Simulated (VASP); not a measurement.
# As2I3 (P-3m1) in VASP: a series of runs

As2I3 is run at these levels: PBE; tasks: single point, relaxation of cell and atoms.

Program: VASP 6.6.1. These are calculated values, not measurements. Logs are shortened: lines on timing, memory, paths and dates and some standing lists are left out, and cuts for length are marked.

## Step 1: The cell of the first run

It takes space group P-3m1 (No. 164, trigonal). Conventional cell: a = 4.671 Å, b = 4.671 Å, c = 9.605 Å, α = 90.00°, β = 90.00°, γ = 120.00°. As (site symmetry 3m) has 6 I at 2.98 to 3.12 Å within 3.9 Å. I (site symmetry -3m) has 6 As at 3.12 Å and 6 I at 3.92 Å within 4.1 Å. Within 3.9 Å of I (site symmetry 3m) lie 3 As at 2.98 Å.

## Step 2: Single point, PBE

INCAR reads:

```
SYSTEM = As2I3
PREC = Accurate ; ENCUT = 520
EDIFF = 1E-6 ; ISMEAR = 0
SIGMA = 0.1 ; LREAL = .FALSE.
LASPH = .TRUE. ; NELM = 80
ALGO = Normal ; ISIF = 2
LWAVE = .FALSE. ; LCHARG = .TRUE.
GGA = PE ; LELF = .TRUE.
LVHAR = .TRUE. ; NBANDS = 24
```

KPOINTS reads:

```
regular mesh
0
G
  6 6 2
  0 0 0
```

POSCAR reads:

```
As2I3
1.0
    4.6708648828      0.0000000000      0.0000000000
   -2.3354324414      4.0450876462      0.0000000000
    0.0000000000      0.0000000000      9.6053793543
As I
2 3
Direct
    0.3333333333      0.6666666667      0.1638284928
    0.6666666667      0.3333333333      0.8361715072
    0.0000000000      0.0000000000      0.0000000000
    0.3333333333      0.6666666667      0.7041495417
    0.6666666667      0.3333333333      0.2958504583
```

Potentials or basis: VASP PAW PBE potentials, release 64 (As, I).

Launch:

```bash
> cat potpaw_PBE.64/As/POTCAR potpaw_PBE.64/I/POTCAR > POTCAR
> mpirun -np 1 vasp_std > vasp.out
```

OUTCAR:

```text
SYSTEM = As2I3
   PREC = Accurate
   ENCUT = 520
   EDIFF = 1E-6
   ISMEAR = 0
   LREAL = .FALSE.
   LASPH = .TRUE.
   NELM = 80
   ISIF = 2
   GGA = PE

 ion  position               nearest neighbor table
   1  0.333  0.667  0.164-   5 2.98   5 2.98   5 2.98   3 3.12   3 3.12   3 3.12
   2  0.667  0.333  0.836-   4 2.98   4 2.98   4 2.98   3 3.12   3 3.12   3 3.12
   3  0.000  0.000  0.000-   1 3.12   2 3.12   2 3.12   1 3.12   2 3.12   1 3.12
   4  0.333  0.667  0.704-   2 2.98   2 2.98   2 2.98
   5  0.667  0.333  0.296-   1 2.98   1 2.98   1 2.98

  LATTYP: Found a hexagonal cell.
 ALAT       =     4.6708648828
 C/A-ratio  =     2.0564455610

  Lattice vectors:

 A1 = (   4.6708648828,   0.0000000000,   0.0000000000)
 A2 = (  -2.3354324414,   4.0450876462,   0.0000000000)
 A3 = (   0.0000000000,   0.0000000000,   9.6053793543)

Analysis of symmetry for initial positions (statically):
=====================================================================
 Subroutine PRICEL returns:
 Original cell was already a primitive cell.

 Routine SETGRP: Setting up the symmetry group for a
 hexagonal supercell.

 Subroutine GETGRP returns: Found 12 space group operations
 (whereof 12 operations were pure point group operations)
 out of a pool of 24 trial point group operations.

The static configuration has the point symmetry D_3d.

Analysis of symmetry for dynamics (positions and initial velocities):
=====================================================================
 Subroutine PRICEL returns:
 Original cell was already a primitive cell.

 Routine SETGRP: Setting up the symmetry group for a
 hexagonal supercell.

 Subroutine GETGRP returns: Found 12 space group operations
 (whereof 12 operations were pure point group operations)
 out of a pool of 24 trial point group operations.

The dynamic configuration has the point symmetry D_3d.

 Subroutine INISYM returns: Found 12 space group operations
 (whereof 12 operations are pure point group operations),
 and found     1 'primitive' translations

----------------------------------------------------------------------------------------

                                     Primitive cell

  volume of cell :     181.4846

  direct lattice vectors                    reciprocal lattice vectors
     4.670864883  0.000000000  0.000000000     0.214093112  0.123606716  0.000000000
    -2.335432441  4.045087646  0.000000000     0.000000000  0.247213432  0.000000000
     0.000000000  0.000000000  9.605379354     0.000000000  0.000000000  0.104108330

  length of vectors
     4.670864883  4.670864883  9.605379354     0.247213432  0.247213432  0.104108330

  position of ions in fractional coordinates (direct lattice)
     0.333333333  0.666666667  0.163828493
     0.666666667  0.333333333  0.836171507
     0.000000000  0.000000000  0.000000000
     0.333333333  0.666666667  0.704149542
     0.666666667  0.333333333  0.295850458

  ion indices of the primitive-cell ions
   primitive index   ion index
                 1           1
                 2           2
                 3           3
                 4           4
                 5           5

----------------------------------------------------------------------------------------

 KPOINTS: regular mesh

Automatic generation of k-mesh.
 Grid dimensions read from file:
 generate k-points for:    6    6    2

 Generating k-lattice:

  Cartesian coordinates                     Fractional coordinates (reciprocal lattice)
     0.035682185  0.020601119  0.000000000     0.166666667  0.000000000  0.000000000
     0.000000000  0.041202239  0.000000000     0.000000000  0.166666667  0.000000000
     0.000000000  0.000000000  0.052054165     0.000000000  0.000000000  0.500000000

  Length of vectors
     0.041202239  0.041202239  0.052054165

  Shift w.r.t. Gamma in fractional coordinates (k-lattice)
     0.000000000  0.000000000  0.000000000

 Subroutine IBZKPT returns following result:
 ===========================================

 Found     14 irreducible k-points:

 Following reciprocal coordinates:
            Coordinates               Weight
  0.000000  0.000000  0.000000      1.000000
  0.166667  0.000000  0.000000      6.000000
  0.333333 -0.000000  0.000000      6.000000
  0.500000  0.000000  0.000000      3.000000
  0.166667  0.166667  0.000000      6.000000
  0.333333  0.166667  0.000000     12.000000
  0.333333  0.333333  0.000000      2.000000
  0.000000  0.000000  0.500000      1.000000
  0.166667  0.000000  0.500000      6.000000
  0.333333 -0.000000  0.500000      6.000000
  0.500000  0.000000  0.500000      3.000000
  0.166667  0.166667  0.500000      6.000000
  0.333333  0.166667  0.500000     12.000000
  0.333333  0.333333  0.500000      2.000000
   k-points           NKPTS =     14   k-points in BZ     NKDIM =     14   number of bands    NBANDS=     24
   number of dos      NEDOS =    301   number of ions     NIONS =      5
   total plane-waves  NPLWV =  93312
   dimension x,y,z NGX =    36 NGY =   36 NGZ =   72
   dimension x,y,z NGXF=    72 NGYF=   72 NGZF=  144
   ions per type =               2   3
   NGX,Y,Z   is equivalent  to a cutoff of  12.81, 12.81, 12.46 a.u.
   NGXF,Y,Z  is equivalent  to a cutoff of  25.63, 25.63, 24.92 a.u.
 SYSTEM =  As2I3
   PREC   = accura    normal or accurate (medium, high low for compatibility)
   ISTART =      0    job   : 0-new  1-cont  2-samecut
   ICHARG =      2    charge: 1-file 2-atom 10-const
   ISPIN  =      1    spin polarized calculation?
   LNONCOLLINEAR =      F non collinear calculations
   LSORBIT =      F    spin-orbit coupling
   LASPH  =      T    aspherical Exc in radial PAW
   ENCUT  =  520.0 eV  38.22 Ry    6.18 a.u.   8.68  8.68 17.86*2*pi/ulx,y,z
   NELM   =     80;   NELMIN=  2; NELMDL= -5     # of ELM steps
   EDIFF  = 0.1E-05   stopping-criterion for ELM
   LREAL  =      F    real-space projection
   EDIFFG = 0.1E-04   stopping-criterion for IOM
   NSW    =      0    number of steps for IOM
   IBRION =     -1    ionic relax: 0-MD 1-quasi-New 2-CG
   NFREE  =      0    steps in history (QN), initial steepest desc. (CG)
   ISIF   =      2    stress and relaxation
   ISYM   =      2    0-nonsym 1-usesym 2-fastsym
   POTIM  = 0.5000    time-step for ionic-motion
   TEBEG  =    0.0;   TEEND  =   0.0 temperature during run
   PSTRESS=    0.0 pullay stress
   NELECT =      31.0000    total number of electrons
   NUPDOWN=      -1.0000    fix difference up-down
   EMIN   =  10.00;   EMAX   =-10.00  energy-range for DOS
   EFERMI =   0.00;   METHOD = LEGACY
   ISMEAR =     0;   SIGMA  =   0.10  broadening in eV -4-tet -1-fermi 0-gaus
   EFERMI_NEDOS =   21; number of points for ismear=-14 and -15
   IALGO  =     38    algorithm
   IMIX   =      4    mixing-type and parameters
     AMIX     =   0.40;   BMIX     =  1.00
     AMIX_MAG =   1.60;   BMIX_MAG =  1.00
  volume/ion in A,a.u.               =      36.30       244.94
  Fermi-wavevector in a.u.,A,eV,Ry     =   0.908341  1.716515 11.225935  0.825083
  Thomas-Fermi vector in A             =   2.032255
   LORBIT       =      0    0 simple, 1 ext, 2 COOP (PROOUT), +10 PAW based schemes
   GGA     = PE    functional components
   LHFCALC =     F    Hartree Fock is set to
   AEXX    =    0.0000 exact exchange contribution
   IVDW    =     0    specifies the selected vdW correction
   LEPSILON=     F    determine dielectric tensor
   LRPA    =     F    only Hartree local field effects (RPA)
 non-spin polarized calculation
 Gauss-broadening in eV      SIGMA  =   0.10
  energy-cutoff  :      520.00
  volume of cell :      181.48
 maximum number of plane-waves:      4932
 NGX is ok and might be reduce to    36
   NGX = 17   NGY = 17   NGZ = 35

 number of electron      30.9999997 magnetization

 Free energy of the ion-electron system (eV)
  ---------------------------------------------------
  ext. energy  EPLUGINS =         0.00000000
  ---------------------------------------------------
  free energy    TOTEN  =       -12.26694783 eV

  energy without entropy =      -12.25719341  energy(sigma->0) =      -12.26207062

 E-fermi :   3.9664     XC(G=0):  -8.2100

 val. band max:        3.9355958133   @ k =   0.1667   0.1667   0.0000
 cond. band min:       4.0774432419   @ k =   0.3333  -0.0000   0.5000
 fundamental gap:      0.1418474286
 Fermi energy:         3.9664336225

 k-point     1 :       0.0000    0.0000    0.0000
  band No.  band energies     occupation
      1     -10.9099      2.00000
      2     -10.0453      2.00000
      3      -9.4098      2.00000
      4      -6.1238      2.00000
      5      -5.5155      2.00000
      6      -0.0317      2.00000
[... 16 lines left out ...]
     23       8.5144      0.00000
     24       9.8631      0.00000

 k-point     2 :       0.1667    0.0000    0.0000
  band No.  band energies     occupation
      1     -10.7504      2.00000
      2      -9.9291      2.00000
      3      -9.3991      2.00000
      4      -6.3168      2.00000
      5      -5.8897      2.00000
      6      -0.8430      2.00000
[... 16 lines left out ...]
     23       8.8973      0.00000
     24       9.1216      0.00000

 k-point     3 :       0.3333   -0.0000    0.0000
  band No.  band energies     occupation
      1     -10.3311      2.00000
      2      -9.6582      2.00000
      3      -9.4226      2.00000
      4      -6.8533      2.00000
      5      -6.5319      2.00000
      6      -1.6948      2.00000
[... 16 lines left out ...]
     23       9.3659      0.00000
     24       9.8323      0.00000

 k-point     4 :       0.5000    0.0000    0.0000
  band No.  band energies     occupation
      1      -9.9800      2.00000
      2      -9.5582      2.00000
      3      -9.4709      2.00000
      4      -7.2217      2.00000
      5      -6.8024      2.00000
      6      -1.9927      2.00000
[... 16 lines left out ...]
     23       9.5595      0.00000
     24      10.3951      0.00000

 k-point     5 :       0.1667    0.1667    0.0000
  band No.  band energies     occupation
      1     -10.4589      2.00000
      2      -9.7322      2.00000
      3      -9.3991      2.00000
      4      -6.6426      2.00000
      5      -6.4480      2.00000
      6      -1.3348      2.00000
[... 16 lines left out ...]
     23       9.0829      0.00000
     24       9.8107      0.00000

 k-point     6 :       0.3333    0.1667    0.0000
  band No.  band energies     occupation
      1     -10.0328      2.00000
      2      -9.5070      2.00000
      3      -9.4500      2.00000
      4      -7.1336      2.00000
      5      -6.9259      2.00000
      6      -1.8224      2.00000
[... 16 lines left out ...]
     23       9.3107      0.00000
     24      10.0434      0.00000

 k-point     7 :       0.3333    0.3333    0.0000
  band No.  band energies     occupation
      1      -9.8630      2.00000
      2      -9.4323      2.00000
      3      -9.4323      2.00000
      4      -7.2252      2.00000
      5      -7.2252      2.00000
      6      -1.8301      2.00000
[... 16 lines left out ...]
     23       8.7568      0.00000
     24       9.8190      0.00000

 k-point     8 :       0.0000    0.0000    0.5000
  band No.  band energies     occupation
      1     -10.8974      2.00000
      2     -10.0957      2.00000
      3      -9.3622      2.00000
      4      -6.1542      2.00000
      5      -5.4956      2.00000
      6      -0.0369      2.00000
[... 16 lines left out ...]
     23       8.9069      0.00000
     24       9.7297      0.00000

 k-point     9 :       0.1667    0.0000    0.5000
  band No.  band energies     occupation
      1     -10.7387      2.00000
      2      -9.9769      2.00000
      3      -9.3565      2.00000
      4      -6.3312      2.00000
      5      -5.8818      2.00000
      6      -0.8982      2.00000
[... 16 lines left out ...]
     23       8.9902      0.00000
     24       9.0236      0.00000

 k-point    10 :       0.3333   -0.0000    0.5000
  band No.  band energies     occupation
      1     -10.3230      2.00000
      2      -9.6955      2.00000
      3      -9.3930      2.00000
      4      -6.8519      2.00000
      5      -6.5326      2.00000
      6      -1.6617      2.00000
[... 16 lines left out ...]
     23       9.2433      0.00000
     24       9.8284      0.00000

 k-point    11 :       0.5000    0.0000    0.5000
  band No.  band energies     occupation
      1      -9.9802      2.00000
      2      -9.5350      2.00000
      3      -9.4945      2.00000
      4      -7.2304      2.00000
      5      -6.7933      2.00000
      6      -1.9228      2.00000
[... 16 lines left out ...]
     23       9.7929      0.00000
     24       9.9383      0.00000

 k-point    12 :       0.1667    0.1667    0.5000
  band No.  band energies     occupation
      1     -10.4493      2.00000
      2      -9.7735      2.00000
      3      -9.3655      2.00000
      4      -6.6402      2.00000
      5      -6.4509      2.00000
      6      -1.2809      2.00000
[... 16 lines left out ...]
     23       9.3970      0.00000
     24      10.1062      0.00000

 k-point    13 :       0.3333    0.1667    0.5000
  band No.  band energies     occupation
      1     -10.0296      2.00000
      2      -9.5252      2.00000
      3      -9.4353      2.00000
      4      -7.1382      2.00000
      5      -6.9217      2.00000
      6      -1.7855      2.00000
[... 16 lines left out ...]
     23       9.3499      0.00000
     24       9.6384      0.00000

 k-point    14 :       0.3333    0.3333    0.5000
  band No.  band energies     occupation
      1      -9.8630      2.00000
      2      -9.4319      2.00000
      3      -9.4319      2.00000
      4      -7.2272      2.00000
      5      -7.2272      2.00000
      6      -1.8625      2.00000
[... 16 lines left out ...]
     23       9.1909      0.00000
     24       9.5526      0.00000

------------------------ aborting loop because EDIFF is reached ----------------------------------------

  FORCE on cell =-STRESS in cart. coord.  units (eV):
  Direction    XX          YY          ZZ          XY          YZ          ZX
  --------------------------------------------------------------------------------------
  -------------------------------------------------------------------------------------
  Total       -0.0072225     -0.0072225      0.0180091     -0.0000000      0.0000000      0.0000000
  in kB       -0.0637615     -0.0637615      0.1589877     -0.0000000      0.0000000      0.0000000
  external PRESSURE =       0.0104883 kB  Pullay stress =       0.0000000 kB

 VOLUME and BASIS-vectors are now :
 -----------------------------------------------------------------------------
  energy-cutoff  :      520.00
  volume of cell :      181.48
      direct lattice vectors                 reciprocal lattice vectors
     4.670864883  0.000000000  0.000000000     0.214093112  0.123606716  0.000000000
    -2.335432441  4.045087646  0.000000000     0.000000000  0.247213432  0.000000000
     0.000000000  0.000000000  9.605379354     0.000000000  0.000000000  0.104108330

 POSITION                                       TOTAL-FORCE (eV/Angst)
 -----------------------------------------------------------------------------------
     -0.00000      2.69673      1.57363         0.000000      0.000000     -0.007802
      2.33543      1.34836      8.03174        -0.000000      0.000000      0.007802
      0.00000      0.00000      0.00000         0.000000      0.000000      0.000000
     -0.00000      2.69673      6.76362        -0.000000     -0.000000      0.003140
      2.33543      1.34836      2.84176         0.000000      0.000000     -0.003140
 -----------------------------------------------------------------------------------
    total drift:                                0.000000     -0.000000     -0.000000

  FREE ENERGIE OF THE ION-ELECTRON SYSTEM (eV)
  ---------------------------------------------------
  free  energy   TOTEN  =       -12.2669478311 eV

  energy  without entropy=      -12.2571934066  energy(sigma->0) =      -12.26207062
```

Run time: 52 s. Hardware: 1 thread of Oxide Virtual Turin-like, shared host; peak memory 0.26 GiB.

What came out:

```
Free energy   : -12.2669 eV
Pressure      : 0.0 GPa
Largest force : 0.008 eV/Å
```

Forces on the atoms (eV/Å):
```
As   0.000  0.000 -0.008
As   0.000  0.000  0.008
I    0.000  0.000  0.000
I    0.000  0.000  0.003
I    0.000  0.000 -0.003
```

Levels at points of the mesh, in eV from the Fermi level:
```
           k point  band 12  band 13  band 14  band 15  band 16  band 17  band 18  band 19
(0.00, 0.00, 0.00)    -3.43    -3.13    -2.13    -1.64    -0.90    -0.90    -0.38     0.65
(0.50, 0.00, 0.00)    -2.90    -2.88    -2.29    -0.52     0.51     0.87     1.28     1.72
(0.00, 0.00, 0.50)    -3.47    -2.55    -2.42    -1.67    -0.89    -0.89    -0.41     0.66
(0.50, 0.00, 0.50)    -3.11    -2.80    -2.03    -0.59     0.39     0.90     1.14     1.81
```

Caveat: spin-orbit coupling is left out, which moves the levels of the heavy elements; this functional lacks dispersion, which binds the layers, so the pressure and a relaxed spacing across them are unreliable; an odd number of electrons without spin polarisation forces a metal; a magnetic or distorted state may lie lower.

## Step 3: Single point, PBE

This run uses another cell than the first one, of 33.07 Å³/atom, 0.911 times its volume.

INCAR reads:

```
PREC = Accurate ; ENCUT = 520
EDIFF = 1E-7 ; ISMEAR = 0
SIGMA = 0.1 ; LREAL = False
LASPH = True ; NELM = 100
ALGO = Normal ; ISIF = 2
LWAVE = False ; LCHARG = False
GGA = PE ; NBANDS = 24
```

KPOINTS reads:

```
Automatic mesh
0
Gamma
  6 6 4
```

POSCAR reads:

```
As2I3
1.0
    4.9693789986      0.0000000000      0.0000000000
   -2.4846894993      4.3036084538      0.0000000000
    0.0000000000      0.0000000000      7.7315465130
As I
2 3
Direct
    0.3333333333      0.6666666667      0.2450000000
    0.6666666667      0.3333333333      0.7550000000
    0.0000000000      0.0000000000      0.0000000000
    0.3333333333      0.6666666667      0.6450000000
    0.6666666667      0.3333333333      0.3550000000
```

Potentials or basis: VASP PAW PBE potentials, release 64 (As, I).

Launch:

```bash
> cat potpaw_PBE.64/As/POTCAR potpaw_PBE.64/I/POTCAR > POTCAR
> mpirun -np 1 vasp_std > vasp.out
```

Run time: 2.2 min. Hardware: 1 thread of Oxide Virtual Turin-like, shared host; peak memory 0.3 GiB.

Results (log left out):

- Free energy: -11.2790 eV
- Pressure: 0.5 GPa
- Largest force: 0.690 eV/Å

Forces on the atoms (eV/Å):
```
As   0.000  0.000 -0.328
As   0.000  0.000  0.328
I    0.000  0.000  0.000
I    0.000  0.000  0.690
I    0.000  0.000 -0.690
```

Stress tensor (GPa, compression positive):
```
-0.19  0.00  0.00
 0.00 -0.19  0.00
 0.00  0.00  1.93
```

Levels at points of the mesh, in eV from the Fermi level:
```tsv
k point	band 11	band 12	band 13	band 14	band 15	band 16	band 17	band 18	band 19	band 20
(0.00, 0.00, 0.00)	-2.86	-2.86	-2.74	-2.48	-0.29	-0.29	-0.03	-0.03	0.13	0.28
(0.50, 0.00, 0.00)	-3.49	-2.56	-2.03	-1.69	-0.16	0.40	0.90	1.04	1.50	1.55
(0.00, 0.00, 0.50)	-2.79	-2.79	-2.36	-1.96	-1.19	-0.92	-0.92	0.59	0.73	0.73
(0.50, 0.00, 0.50)	-3.27	-2.27	-2.05	-1.74	-0.86	0.75	0.81	0.84	1.33	1.59
```

Caveat: spin-orbit coupling is left out, which moves the levels of the heavy elements; an odd number of electrons without spin polarisation forces a metal; a magnetic or distorted state may lie lower.

(Part 1 of 2 ends here.)
